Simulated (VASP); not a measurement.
# Al (Im-3m) in VASP: a series of runs

Runs on Al. Level: PBEsol. Tasks: relaxation of cell and atoms.

Everything below comes from runs of VASP 6.6.1. Logs are shortened: lines on timing, memory, paths and dates and some standing lists are left out, and cuts for length are marked.

**1. The cell of the first run**

The structure is cubic, space group Im-3m (No. 229). The conventional cell has a = 3.182 Å, b = 3.182 Å, c = 3.182 Å, α = 90.00°, β = 90.00°, γ = 90.00°. Al (site symmetry m-3m) has 14 Al at 2.76 to 3.18 Å within 3.6 Å.

**2. Relaxation of cell and atoms, PBEsol, target pressure 15 GPa, at which the enthalpy is minimised**

File INCAR:

```
SYSTEM = Al
  PREC = Accurate
  ENCUT = 600
  EDIFF = 1E-6
  ISMEAR = 1
  SIGMA = 0.1
  LREAL = .FALSE.
  LASPH = .TRUE.
  NELM = 80
  ALGO = Normal
  ISIF = 3
  LWAVE = .FALSE.
  LCHARG = .FALSE.
  GGA = PS
  IBRION = 2
  NSW = 80
  EDIFFG = -0.01
  PSTRESS = 150.0
```

File KPOINTS:

```
regular mesh
0
G
  9 9 9
  0 0 0
```

File POSCAR:

```
Al
1.0
   -1.5912190000      1.5912190000      1.5912190000
    1.5912190000     -1.5912190000      1.5912190000
    1.5912190000      1.5912190000     -1.5912190000
Al
1
Direct
    0.0000000000      0.0000000000      0.0000000000
```

Potentials or basis: VASP PAW PBE potentials, release 64 (Al).

The run is started by

```bash
cat potpaw_PBE.64/Al/POTCAR > POTCAR
mpirun -np 1 vasp_std > vasp.out
```

OUTCAR:

```text
SYSTEM = Al
   PREC = Accurate
   ENCUT = 600
   EDIFF = 1E-6
   ISMEAR = 1
   LREAL = .FALSE.
   LASPH = .TRUE.
   NELM = 80
   ISIF = 3
   GGA = PS
   IBRION = 2
   NSW = 80
   EDIFFG = -0.01
   PSTRESS = 150.0

 ion  position               nearest neighbor table
   1  0.000  0.000  0.000-

  LATTYP: Found a body centered cubic cell.
 ALAT       =     3.1824380000

  Lattice vectors:

 A1 = (  -1.5912190000,   1.5912190000,   1.5912190000)
 A2 = (   1.5912190000,  -1.5912190000,   1.5912190000)
 A3 = (   1.5912190000,   1.5912190000,  -1.5912190000)

Analysis of symmetry for initial positions (statically):
=====================================================================
 Subroutine PRICEL returns:
 Original cell was already a primitive cell.

 Routine SETGRP: Setting up the symmetry group for a
 body centered cubic supercell.

 Subroutine GETGRP returns: Found 48 space group operations
 (whereof 48 operations were pure point group operations)
 out of a pool of 48 trial point group operations.

The static configuration has the point symmetry O_h .

Analysis of symmetry for dynamics (positions and initial velocities):
=====================================================================
 Subroutine PRICEL returns:
 Original cell was already a primitive cell.

 Routine SETGRP: Setting up the symmetry group for a
 body centered cubic supercell.

 Subroutine GETGRP returns: Found 48 space group operations
 (whereof 48 operations were pure point group operations)
 out of a pool of 48 trial point group operations.

The dynamic configuration has the point symmetry O_h .

 Subroutine INISYM returns: Found 48 space group operations
 (whereof 48 operations are pure point group operations),
 and found     1 'primitive' translations

----------------------------------------------------------------------------------------

                                     Primitive cell

  volume of cell :      16.1157

  direct lattice vectors                    reciprocal lattice vectors
    -1.591219000  1.591219000  1.591219000     0.000000000  0.314224503  0.314224503
     1.591219000 -1.591219000  1.591219000     0.314224503  0.000000000  0.314224503
     1.591219000  1.591219000 -1.591219000     0.314224503  0.314224503  0.000000000

  length of vectors
     2.756072154  2.756072154  2.756072154     0.444380554  0.444380554  0.444380554

[... 77 lines left out ...]
   NELM   =     80;   NELMIN=  2; NELMDL= -5     # of ELM steps
   EDIFF  = 0.1E-05   stopping-criterion for ELM
   LREAL  =      F    real-space projection
   EDIFFG = -.1E-01   stopping-criterion for IOM
   NSW    =     80    number of steps for IOM
   IBRION =      2    ionic relax: 0-MD 1-quasi-New 2-CG
   NFREE  =      1    steps in history (QN), initial steepest desc. (CG)
   ISIF   =      3    stress and relaxation
   ISYM   =      2    0-nonsym 1-usesym 2-fastsym
   POTIM  = 0.5000    time-step for ionic-motion
   TEBEG  =    0.0;   TEEND  =   0.0 temperature during run
   PSTRESS=  150.0 pullay stress
   NELECT =       3.0000    total number of electrons
   NUPDOWN=      -1.0000    fix difference up-down
   EMIN   =  10.00;   EMAX   =-10.00  energy-range for DOS
   EFERMI =   0.00;   METHOD = LEGACY
   ISMEAR =     1;   SIGMA  =   0.10  broadening in eV -4-tet -1-fermi 0-gaus
   EFERMI_NEDOS =   21; number of points for ismear=-14 and -15
   IALGO  =     38    algorithm
   IMIX   =      4    mixing-type and parameters
     AMIX     =   0.40;   BMIX     =  1.00
     AMIX_MAG =   1.60;   BMIX_MAG =  1.00
  volume/ion in A,a.u.               =      16.12       108.75
  Fermi-wavevector in a.u.,A,eV,Ry     =   0.934757  1.766434 11.888366  0.873770
  Thomas-Fermi vector in A             =   2.061594
   LORBIT       =      0    0 simple, 1 ext, 2 COOP (PROOUT), +10 PAW based schemes
   GGA     = PS    functional components
   LHFCALC =     F    Hartree Fock is set to
   AEXX    =    0.0000 exact exchange contribution
   IVDW    =     0    specifies the selected vdW correction
   LEPSILON=     F    determine dielectric tensor
   LRPA    =     F    only Hartree local field effects (RPA)
 conjugate gradient relaxation of ions
 non-spin polarized calculation
 Methfessel and Paxton  Order N= 1 SIGMA  =   0.10
  energy-cutoff  :      600.00
  volume of cell :       16.12
 maximum number of plane-waves:       559
 NGX is ok and might be reduce to    24
   NGX = 11   NGY = 11   NGZ = 11

--------------------------------------- Ionic step        1  -------------------------------------------

 number of electron       3.0000000 magnetization

 Free energy of the ion-electron system (eV)
  ---------------------------------------------------
  ext. energy  EPLUGINS =         0.00000000
  ---------------------------------------------------
  free energy    TOTEN  =        -3.98483609 eV

  energy without entropy =       -3.98566998  energy(sigma->0) =       -3.98511405

------------------------ aborting loop because EDIFF is reached ----------------------------------------

  FORCE on cell =-STRESS in cart. coord.  units (eV):
  Direction    XX          YY          ZZ          XY          YZ          ZX
  --------------------------------------------------------------------------------------
  -------------------------------------------------------------------------------------
  Total        0.2496615      0.2496615      0.2496615     -0.0000000      0.0000000      0.0000000
  in kB       24.8206037     24.8206037     24.8206037     -0.0000000      0.0000000      0.0000000
  external PRESSURE =    -125.1793963 kB  Pullay stress =     150.0000000 kB
[... 24 lines left out ...]
--------------------------------------- Ionic step        2  -------------------------------------------

 number of electron       3.0000000 magnetization

 E-fermi :  10.5167     XC(G=0): -11.0601

 val. band max:       10.5134711256   @ k =  -0.3333   0.4444   0.1111
 cond. band min:      10.6862322729   @ k =   0.2222   0.2222   0.1111
 fundamental gap:      0.1727611473
 Fermi energy:        10.5166926678

 k-point     1 :       0.0000    0.0000    0.0000
  band No.  band energies     occupation
      1      -2.3284      2.00000
      2      24.9423      0.00000
      3      24.9423      0.00000
      4      24.9423      0.00000
      5      28.4525      0.00000
[... 257 lines left out ...]
--------------------------------------- Ionic step        4  -------------------------------------------

 number of electron       3.0000000 magnetization

 Free energy of the ion-electron system (eV)
  ---------------------------------------------------
  ext. energy  EPLUGINS =         0.00000000
  ---------------------------------------------------
  free energy    TOTEN  =        -3.88778050 eV

  energy without entropy =       -3.88540250  energy(sigma->0) =       -3.88698783

 E-fermi :   9.7205     XC(G=0): -10.8053

 val. band max:        9.2641917151   @ k =  -0.4444  -0.4444   0.3333
 cond. band min:       9.7326108618   @ k =  -0.3333   0.4444   0.1111
 fundamental gap:      0.4684191467
 Fermi energy:         9.7204798403

 k-point     1 :       0.0000    0.0000    0.0000
  band No.  band energies     occupation
      1      -2.6163      2.00000
      2      23.7173      0.00000
      3      23.7173      0.00000
      4      23.7173      0.00000
      5      26.5247      0.00000
[... 216 lines left out ...]
  energy  without entropy=       -3.8854025020  energy(sigma->0) =       -3.88698783

  enthalpy is  TOTEN    =        -2.5524925405 eV   P V=        1.3352879602

 reached required accuracy - stopping structural energy minimisation
```

CONTCAR:

```text
Al
   1.00000000000000
    -1.5277234855548978    1.5277234855548978    1.5277234855548978
     1.5277234855548978   -1.5277234855548978    1.5277234855548978
     1.5277234855548978    1.5277234855548978   -1.5277234855548978
  Al
     1
Direct
     1.0000000000000000    1.0000000000000000    0.0000000000000000

  0.00000000E+00  0.00000000E+00  0.00000000E+00
```

Wall time 3.2 s (1 thread of Intel Xeon 6975P-C (Granite Rapids), shared host); peak memory 0.13 GiB.

What came out:

| Property | Result |
| --- | --- |
| Free energy | -3.8878 eV |
| Relaxed volume | 14.26 Å³/atom |
| Relaxed cell | a = 2.646 Å, b = 2.646 Å, c = 2.646 Å, α = 109.47°, β = 109.47°, γ = 109.47° |
| Space group after relaxing (to 0.05 Å) | Im-3m (No. 229) |
| Energy change on relaxing (the enthalpy is what falls) | +97.1 meV/atom |
| Ionic steps | 4 |
| Pressure after relaxing | 15.0 GPa |

The path:
| step | energy change (eV) | largest force (eV/Å) | pressure (GPa) | volume (Å³) |
| --- | --- | --- | --- | --- |
| 1 | 0.0000 | 0.0000 | 2.48 | 16.12 |
| 2 | 0.2080 | 0.0000 | 24.87 | 13.35 |
| 3 | 0.0938 | 0.0000 | 14.75 | 14.30 |
| 4 | 0.0971 | 0.0000 | 15.04 | 14.26 |

Final structure:
```
Al
1.0
    -1.52772    1.52772    1.52772
     1.52772   -1.52772    1.52772
     1.52772    1.52772   -1.52772
Al
1
Direct
  0.00000 0.00000 0.00000
```

Levels at points of the mesh, in eV from the Fermi level:
```csv
k point,band 1,band 2,band 3,band 4,band 5
"(0.00, 0.00, 0.00)",-12.34,14.00,14.00,14.00,16.80
```

Caveat: the cell is relaxed towards a set pressure, so the enthalpy falls and the energy may rise; the PAW data sets were made with another functional, which shifts forces and pressure a little.

**3. Relaxation of cell and atoms, PBEsol, target pressure 30 GPa, at which the enthalpy is minimised**

File INCAR:

```
  PREC = Accurate
  ENCUT = 600
  EDIFF = 1E-6
  ISMEAR = 1
  SIGMA = 0.1
  LREAL = F
  LASPH = T
  NELM = 80
  ALGO = Normal
  ISIF = 3
  LWAVE = F
  LCHARG = F
  GGA = PS
  IBRION = 2
  NSW = 80
  EDIFFG = -0.01
  PSTRESS = 300.0
```

File KPOINTS:

```
Automatic mesh
0
Gamma
  9 9 9
```

POSCAR is that of step 2.

Potentials or basis: VASP PAW PBE potentials, release 64 (Al).

The run is started by

```bash
cat potpaw_PBE.64/Al/POTCAR > POTCAR
mpirun -np 1 vasp_std > vasp.out
```

Run time: 5 s. Hardware: 1 thread of Intel Xeon 6975P-C (Granite Rapids), shared host; peak memory 0.13 GiB.

It converged, with:

```
Free energy                                            : -3.7141 eV
Relaxed volume                                         : 12.99 Å³/atom
Relaxed cell                                           : a = 2.565 Å, b = 2.565 Å, c = 2.565 Å, α = 109.47°, β = 109.47°, γ = 109.47°
Space group after relaxing (to 0.05 Å)                 : Im-3m (No. 229)
Energy change on relaxing (the enthalpy is what falls) : +270.7 meV/atom
Ionic steps                                            : 7
Pressure after relaxing                                : 30.0 GPa
```

Step by step:
```csv
step,energy change (eV),largest force (eV/Å),pressure (GPa),volume (Å³)
1,0.0000,0.0000,2.48,16.12
2,1.1313,0.0000,88.69,10.48
3,0.2475,0.0000,28.14,13.11
4,0.2669,0.0000,29.70,13.01
5,0.2777,0.0000,30.55,12.95
6,0.2635,0.0000,29.43,13.03
7,0.2707,0.0000,29.99,12.99
```

Final structure:
```yaml
crystal:
  lattice:
    - [-1.48075, 1.48075, 1.48075]
    - [1.48075, -1.48075, 1.48075]
    - [1.48075, 1.48075, -1.48075]
  atoms:
    - { symbol: Al, position: [0.00000, 0.00000, 0.00000] }
```

Levels at points of the mesh, in eV from the Fermi level:
| k point | band 1 | band 2 | band 3 | band 4 | band 5 |
| --- | --- | --- | --- | --- | --- |
| (0.00, 0.00, 0.00) | -13.06 | 14.62 | 14.62 | 14.62 | 18.10 |

Caveat: the cell is relaxed towards a set pressure, so the enthalpy falls and the energy may rise; the volume moved by over 15 % at a fixed basis, so the end points are rough; the PAW data sets were made with another functional, which shifts forces and pressure a little.

**4. Relaxation of cell and atoms, PBEsol, target pressure 45 GPa, at which the enthalpy is minimised**

File INCAR:

```
SYSTEM = Al
  ALGO = Normal
  EDIFF = 1E-7
  EDIFFG = -0.01
  ENCUT = 600
  GGA = PS
  IBRION = 2
  ISIF = 3
  ISMEAR = 1
  LASPH = .True.
  LCHARG = .False.
  LREAL = .False.
  LWAVE = .False.
  NELM = 80
  NSW = 80
  PREC = Accurate
  PSTRESS = 450.0
  SIGMA = 0.1
```

File KPOINTS:

```
k-points
0
Gamma
  9 9 9
  0 0 0
```

POSCAR is that of step 3.

The run is started by

```bash
cat potpaw_PBE.64/Al/POTCAR > POTCAR
mpirun -np 1 vasp_std > vasp.out
```

Wall time 4.7 s (1 thread of Intel Xeon 6975P-C (Granite Rapids), shared host); peak memory 0.14 GiB.

The run converged. Its results:

```yaml
Free_energy: -3.5115 eV
Relaxed_volume: 12.11 Å³/atom
Relaxed_cell: a = 2.506 Å, b = 2.506 Å, c = 2.506 Å, α = 109.47°, β = 109.47°, γ = 109.47°
Space_group_after_relaxing_to_0.05_Å: Im-3m (No. 229)
Energy_change_on_relaxing_the_enthalpy_is_what_falls: +473.4 meV/atom
Ionic_steps: 5
Pressure_after_relaxing: 45.0 GPa
```

Step by step:
| step | energy change (eV) | largest force (eV/Å) | pressure (GPa) | volume (Å³) |
| --- | --- | --- | --- | --- |
| 1 | 0.0000 | 0.0000 | 2.48 | 16.12 |
| 2 | 3.3971 | 0.0000 | 235.66 | 8.06 |
| 3 | 0.3734 | 0.0000 | 37.81 | 12.50 |
| 4 | 0.4439 | 0.0000 | 42.92 | 12.22 |
| 5 | 0.4734 | 0.0000 | 45.01 | 12.11 |

Final structure:
```cif
data_structure
_symmetry_space_group_name_H-M 'P 1'
_symmetry_Int_Tables_number 1
_cell_length_a 2.5058
_cell_length_b 2.5058
_cell_length_c 2.5058
_cell_angle_alpha 109.471
_cell_angle_beta 109.471
_cell_angle_gamma 109.471
_cell_volume 12.11
loop_
_atom_site_label
_atom_site_type_symbol
_atom_site_fract_x
_atom_site_fract_y
_atom_site_fract_z
_atom_site_occupancy
Al1 Al 0.00000 0.00000 0.00000 1
```

Levels at points of the mesh, in eV from the Fermi level:
| k point | band 1 | band 2 | band 3 | band 4 | band 5 |
| --- | --- | --- | --- | --- | --- |
| (0.00, 0.00, 0.00) | -13.59 | 15.12 | 15.12 | 15.12 | 18.74 |

Caveat: the cell is relaxed towards a set pressure, so the enthalpy falls and the energy may rise; the volume moved by over 15 % at a fixed basis, so the end points are rough; the PAW data sets were made with another functional, which shifts forces and pressure a little.

**5. The runs side by side**

| cell | gap on the mesh (eV) | pressure (GPa) |
| --- | --- | --- |
| relaxed to 15 GPa | none | 15.0 |
| relaxed to 30 GPa | none | 30.0 |
| relaxed to 45 GPa | none | 45.0 |

Alike in all rows: task relaxation of cell and atoms; level PBEsol; potentials or basis VASP PAW PBE potentials, release 64 (Al); no spin polarisation; k mesh 9 × 9 × 9; cutoff (eV) 600; smearing methfessel-paxton 0.1 eV.

Caveats: the cell is relaxed towards a set pressure, so the enthalpy falls and the energy may rise; the PAW data sets were made with another functional, which shifts forces and pressure a little; the volume moved by over 15 % at a fixed basis, so the end points are rough (some runs).

Absolute energies hang on the potentials; compare differences alone.
